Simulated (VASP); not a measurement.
Wanted: the native input for a VASP 6.6.1 run.

```
Task                   : single point
Functional             : PBEsol
Potentials or basis    : VASP PAW PBE potentials, release 64 (Al, Co)
Cutoff                 : 520 eV
k mesh                 : 16 × 16 × 16
Occupations            : gaussian, width 0.15 eV
Spin                   : no spin polarisation
Dipole correction      : no
Further INCAR settings : ALGO = Fast; EDIFF = 1e-07; NBANDS = 34
```

The structure of AlCo lies in POSCAR:

```
AlCo
1.0
   -2.8225855357      2.8225855357      2.8225855357
    2.8225855357     -2.8225855357      2.8225855357
    2.8225855357      2.8225855357     -2.8225855357
Al Co
4 4
Direct
   -0.0163637278      0.5000000000      0.5000000000
    0.5000000000      0.0000000000      0.5000000000
    0.5000000000      0.5000000000      0.0000000000
    0.0000000000      0.0000000000      0.0000000000
    0.5000000000      0.5000000000      0.5000000000
    0.0000000000      0.0000000000      0.5000000000
    0.0000000000      0.5000000000      0.0000000000
    0.5000000000      0.0000000000      0.0000000000
```

This cell differs from its parent crystal: atom 1 (Al) moved +0.080 Å towards its neighbour atom 5 (Co) at 2.444 Å.

The input as run:

INCAR

```
SYSTEM = AlCo
PREC = Accurate ; ENCUT = 520
EDIFF = 1E-7 ; ISMEAR = 0
SIGMA = 0.15 ; LREAL = .FALSE.
LASPH = .TRUE. ; NELM = 100
ALGO = Fast ; ISIF = 2
LWAVE = .FALSE. ; LCHARG = .FALSE.
GGA = PS ; NBANDS = 34
```

KPOINTS

```
Automatic mesh
0
G
  16 16 16
  0 0 0
```

Potentials or basis: VASP PAW PBE potentials, release 64 (Al, Co).

Launch:

```console
$ cat potpaw_PBE.64/Al/POTCAR potpaw_PBE.64/Co/POTCAR > POTCAR
$ mpirun -np 1 vasp_std > vasp.out
```

Results of the run:

```json
{
 "Pressure": "0.3 GPa",
 "Largest force": "0.849 eV/Å",
 "Band gap on the k mesh": "zero (band 24 reaches 11.08 eV, above the bottom of band 25 at 10.57 eV)"
}
```

Caveat: the cell differs from its parent crystal (atom 1 (Al) moved +0.080 Å towards its neighbour atom 5 (Co) at 2.444 Å); the PAW data sets were made with another functional, which shifts forces and pressure a little.

Wall time 13 min on 1 thread of Intel(R) Xeon(R) 6975P-C (Granite Rapids), on a shared host, peak memory 0.97 GiB.
